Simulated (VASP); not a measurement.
# ZnSe (P-4m2) in VASP: a series of runs, part 2 of 2

VASP 6.6.1. Earlier steps stand in the parts before.

### Step 5. Single point, PBE (mode 7 (198.7 1/cm) frozen in, largest displacement +0.075 Å)

INCAR

```
SYSTEM = ZnSe
  PREC = Accurate
  ENCUT = 520
  EDIFF = 1E-6
  ISMEAR = 0
  SIGMA = 0.05
  LREAL = .FALSE.
  LASPH = .TRUE.
  NELM = 60
  ALGO = Normal
  ISIF = 2
  LWAVE = .FALSE.
  LCHARG = .TRUE.
  GGA = PE
  LELF = .TRUE.
  LVHAR = .TRUE.
  NBANDS = 26
```

KPOINTS

```
Automatic mesh
0
G
  8 8 6
  0 0 0
```

POSCAR

```
ZnSe
1.0
    0.0000000000     -2.8338000000     -2.8338000000
    0.0000000000      2.8338000000     -2.8338000000
    5.6676000000      0.0000000000      0.0000000000
Zn Se
2 2
Direct
    0.5000000000      0.5000000000      0.4867668855
    0.0000000000      0.0000000000      0.0132331145
    0.0000000000      0.5000000000      0.2500000000
    0.5000000000      0.0000000000      0.7500000000
```

Potentials or basis: VASP PAW PBE potentials, release 64 (Zn, Se).

Launch:

```bash
cat potpaw_PBE.64/Zn/POTCAR potpaw_PBE.64/Se/POTCAR > POTCAR
mpirun -np 1 vasp_std > vasp.out
```

OUTCAR:

```text
SYSTEM = ZnSe
   PREC = Accurate
   ENCUT = 520
   EDIFF = 1E-6
   ISMEAR = 0
   LREAL = .FALSE.
   LASPH = .TRUE.
   NELM = 60
   ISIF = 2
   GGA = PE

 ion  position               nearest neighbor table
   1  0.500  0.500  0.487-   3 2.41   3 2.41   4 2.50   4 2.50
   2  0.000  0.000  0.013-   3 2.41   3 2.41   4 2.50   4 2.50
   3  0.000  0.500  0.250-   1 2.41   2 2.41   2 2.41   1 2.41
   4  0.500  0.000  0.750-   1 2.50   2 2.50   1 2.50   2 2.50

  LATTYP: Found a simple tetragonal cell.
 ALAT       =     4.0075983931
 C/A-ratio  =     1.4142135624

  Lattice vectors:

 A1 = (   0.0000000000,  -2.8338000000,  -2.8338000000)
 A2 = (   0.0000000000,   2.8338000000,  -2.8338000000)
 A3 = (   5.6676000000,   0.0000000000,   0.0000000000)

Analysis of symmetry for initial positions (statically):
=====================================================================
 Subroutine PRICEL returns:
 Original cell was already a primitive cell.

 Routine SETGRP: Setting up the symmetry group for a
 simple tetragonal supercell.

 Subroutine GETGRP returns: Found  8 space group operations
 (whereof  4 operations were pure point group operations)
 out of a pool of 16 trial point group operations.

The static configuration has the point symmetry C_2v.
 The point group associated with its full space group is D_2d.

Analysis of symmetry for dynamics (positions and initial velocities):
=====================================================================
 Subroutine PRICEL returns:
 Original cell was already a primitive cell.

 Routine SETGRP: Setting up the symmetry group for a
 simple tetragonal supercell.

 Subroutine GETGRP returns: Found  8 space group operations
 (whereof  4 operations were pure point group operations)
 out of a pool of 16 trial point group operations.

The dynamic configuration has the point symmetry C_2v.
 The point group associated with its full space group is D_2d.

 Subroutine INISYM returns: Found  8 space group operations
 (whereof  4 operations are pure point group operations),
 and found     1 'primitive' translations

----------------------------------------------------------------------------------------

                                     Primitive cell

  volume of cell :      91.0264

  direct lattice vectors                    reciprocal lattice vectors
     0.000000000 -2.833800000 -2.833800000     0.000000000 -0.176441527 -0.176441527
     0.000000000  2.833800000 -2.833800000     0.000000000  0.176441527 -0.176441527
     5.667600000  0.000000000  0.000000000     0.176441527  0.000000000  0.000000000

  length of vectors
     4.007598393  4.007598393  5.667600000     0.249526001  0.249526001  0.176441527

  position of ions in fractional coordinates (direct lattice)
     0.500000000  0.500000000  0.486766886
     0.000000000  0.000000000  0.013233114
     0.000000000  0.500000000  0.250000000
     0.500000000  0.000000000  0.750000000

  ion indices of the primitive-cell ions
   primitive index   ion index
                 1           1
                 2           2
                 3           3
                 4           4

----------------------------------------------------------------------------------------

[... 23 lines left out ...]

 Following reciprocal coordinates:
            Coordinates               Weight
  0.000000  0.000000  0.000000      1.000000
  0.125000  0.000000  0.000000      4.000000
  0.250000  0.000000  0.000000      4.000000
  0.375000  0.000000  0.000000      4.000000
  0.500000  0.000000  0.000000      2.000000
  0.125000  0.125000  0.000000      4.000000
[... 16 lines left out ...]
  0.375000  0.125000  0.166667     16.000000
  0.500000  0.125000  0.166667      8.000000
 [... further k-points ...]
   k-points           NKPTS =     60   k-points in BZ     NKDIM =     60   number of bands    NBANDS=     26
   number of dos      NEDOS =    301   number of ions     NIONS =      4
   total plane-waves  NPLWV =  37800
   dimension x,y,z NGX =    30 NGY =   30 NGZ =   42
   dimension x,y,z NGXF=    60 NGYF=   60 NGZF=   84
   ions per type =               2   2
   NGX,Y,Z   is equivalent  to a cutoff of  12.44, 12.44, 12.32 a.u.
   NGXF,Y,Z  is equivalent  to a cutoff of  24.89, 24.89, 24.64 a.u.
 SYSTEM =  ZnSe
   PREC   = accura    normal or accurate (medium, high low for compatibility)
   ISTART =      0    job   : 0-new  1-cont  2-samecut
   ICHARG =      2    charge: 1-file 2-atom 10-const
   ISPIN  =      1    spin polarized calculation?
   LNONCOLLINEAR =      F non collinear calculations
   LSORBIT =      F    spin-orbit coupling
   LASPH  =      T    aspherical Exc in radial PAW
   ENCUT  =  520.0 eV  38.22 Ry    6.18 a.u.   7.45  7.45 10.54*2*pi/ulx,y,z
   NELM   =     60;   NELMIN=  2; NELMDL= -5     # of ELM steps
   EDIFF  = 0.1E-05   stopping-criterion for ELM
   LREAL  =      F    real-space projection
   EDIFFG = 0.1E-04   stopping-criterion for IOM
   NSW    =      0    number of steps for IOM
   IBRION =     -1    ionic relax: 0-MD 1-quasi-New 2-CG
   NFREE  =      0    steps in history (QN), initial steepest desc. (CG)
   ISIF   =      2    stress and relaxation
   ISYM   =      2    0-nonsym 1-usesym 2-fastsym
   POTIM  = 0.5000    time-step for ionic-motion
   TEBEG  =    0.0;   TEEND  =   0.0 temperature during run
   PSTRESS=    0.0 pullay stress
   NELECT =      36.0000    total number of electrons
   NUPDOWN=      -1.0000    fix difference up-down
   EMIN   =  10.00;   EMAX   =-10.00  energy-range for DOS
   EFERMI =   0.00;   METHOD = LEGACY
   ISMEAR =     0;   SIGMA  =   0.05  broadening in eV -4-tet -1-fermi 0-gaus
   EFERMI_NEDOS =   21; number of points for ismear=-14 and -15
   IALGO  =     38    algorithm
   IMIX   =      4    mixing-type and parameters
     AMIX     =   0.40;   BMIX     =  1.00
     AMIX_MAG =   1.60;   BMIX_MAG =  1.00
  volume/ion in A,a.u.               =      22.76       153.57
  Fermi-wavevector in a.u.,A,eV,Ry     =   1.201673  2.270834 19.647073  1.444019
  Thomas-Fermi vector in A             =   2.337476
   LORBIT       =      0    0 simple, 1 ext, 2 COOP (PROOUT), +10 PAW based schemes
   GGA     = PE    functional components
   LHFCALC =     F    Hartree Fock is set to
   AEXX    =    0.0000 exact exchange contribution
   IVDW    =     0    specifies the selected vdW correction
   LEPSILON=     F    determine dielectric tensor
   LRPA    =     F    only Hartree local field effects (RPA)
 non-spin polarized calculation
 Gauss-broadening in eV      SIGMA  =   0.05
  energy-cutoff  :      520.00
  volume of cell :       91.03
 maximum number of plane-waves:      2486
 NGX is ok and might be reduce to    30
   NGX = 15   NGY = 15   NGZ = 21

 number of electron      36.0000059 magnetization

 Free energy of the ion-electron system (eV)
  ---------------------------------------------------
  ext. energy  EPLUGINS =         0.00000000
  ---------------------------------------------------
  free energy    TOTEN  =       -11.98727167 eV

  energy without entropy =      -11.98727167  energy(sigma->0) =      -11.98727167

 E-fermi :   1.8559     XC(G=0):  -9.3222

 val. band max:        1.6343893865   @ k =   0.0000   0.0000   0.0000
 cond. band min:       2.8815027472   @ k =   0.0000   0.0000   0.0000
 fundamental gap:      1.2471133607
 Fermi energy:         1.8559467485

 k-point     1 :       0.0000    0.0000    0.0000
  band No.  band energies     occupation
      1     -11.7236      2.00000
      2     -10.5244      2.00000
      3      -5.0196      2.00000
      4      -4.9701      2.00000
      5      -4.9701      2.00000
      6      -4.8604      2.00000
[... 685 lines left out ...]
     25       9.5447      0.00000
     26       9.8041      0.00000

 [... further k-points ...]

------------------------ aborting loop because EDIFF is reached ----------------------------------------

  FORCE on cell =-STRESS in cart. coord.  units (eV):
  Direction    XX          YY          ZZ          XY          YZ          ZX
  --------------------------------------------------------------------------------------
  -------------------------------------------------------------------------------------
  Total        1.2855632      1.4685966      1.4685966      0.0000000     -0.0000000      0.0000000
  in kB       22.6274936     25.8491056     25.8491056      0.0000000     -0.0000000      0.0000000
  external PRESSURE =      24.7752349 kB  Pullay stress =       0.0000000 kB

 VOLUME and BASIS-vectors are now :
 -----------------------------------------------------------------------------
  energy-cutoff  :      520.00
  volume of cell :       91.03
      direct lattice vectors                 reciprocal lattice vectors
     0.000000000 -2.833800000 -2.833800000     0.000000000 -0.176441527 -0.176441527
     0.000000000  2.833800000 -2.833800000     0.000000000  0.176441527 -0.176441527
     5.667600000  0.000000000  0.000000000     0.176441527  0.000000000  0.000000000

 POSITION                                       TOTAL-FORCE (eV/Angst)
 -----------------------------------------------------------------------------------
      2.75880      0.00000     -2.83380         0.720159     -0.000000      0.000000
      0.07500      0.00000      0.00000        -0.720159      0.000000     -0.000000
      1.41690      1.41690     -1.41690         0.000000     -0.000000      0.000000
      4.25070     -1.41690     -1.41690        -0.000000     -0.000000      0.000000
 -----------------------------------------------------------------------------------
    total drift:                               -0.000000      0.000000     -0.000000

  FREE ENERGIE OF THE ION-ELECTRON SYSTEM (eV)
  ---------------------------------------------------
  free  energy   TOTEN  =       -11.9872716715 eV

  energy  without entropy=      -11.9872716715  energy(sigma->0) =      -11.98727167
```

OSZICAR:

```text
N       E                     dE             d eps       ncg     rms          rms(c)
DAV:   1     0.235030454184E+03    0.23503E+03   -0.16966E+04  3120   0.160E+03
DAV:   2     0.995048918374E+01   -0.22508E+03   -0.21565E+03  3226   0.335E+02
DAV:   3    -0.121239259825E+02   -0.22074E+02   -0.21861E+02  3798   0.105E+02
DAV:   4    -0.125743378126E+02   -0.45041E+00   -0.44957E+00  3500   0.149E+01
DAV:   5    -0.125771436165E+02   -0.28058E-02   -0.28053E-02  3698   0.116E+00    0.676E+00
DAV:   6    -0.120095993238E+02    0.56754E+00   -0.12504E+00  4444   0.296E+01    0.515E+00
DAV:   7    -0.119865649429E+02    0.23034E-01   -0.65677E-01  3416   0.496E+00    0.204E+00
DAV:   8    -0.119867550302E+02   -0.19009E-03   -0.13202E-02  3454   0.110E+00    0.618E-01
DAV:   9    -0.119870414356E+02   -0.28641E-03   -0.37007E-03  4176   0.855E-01    0.105E-01
DAV:  10    -0.119871653783E+02   -0.12394E-03   -0.52673E-04  3482   0.344E-01    0.466E-02
DAV:  11    -0.119872646848E+02   -0.99307E-04   -0.18055E-04  3284   0.106E-01    0.109E-02
DAV:  12    -0.119872709084E+02   -0.62236E-05   -0.15693E-05  3752   0.294E-02    0.698E-03
DAV:  13    -0.119872716715E+02   -0.76303E-06   -0.49838E-06  3268   0.239E-02
   1 F= -.11987272E+02 E0= -.11987272E+02  d E =-.448062E-12
```

Wall time 48 s (1 thread of Intel Xeon 6975P-C (Granite Rapids), shared host); peak memory 0.26 GiB.

What came out:

* Free energy: -11.9873 eV
* Pressure: 2.5 GPa
* Largest force: 0.720 eV/Å
* Band gap on the k mesh: 1.25 eV

Forces in eV/Å, atoms in the order of the input:
```
Zn   0.720  0.000  0.000
Zn  -0.720  0.000  0.000
Se   0.000  0.000  0.000
Se   0.000  0.000  0.000
```

Caveat: the cell differs from its parent crystal (mode 7 (198.7 1/cm) frozen in, largest displacement +0.075 Å).
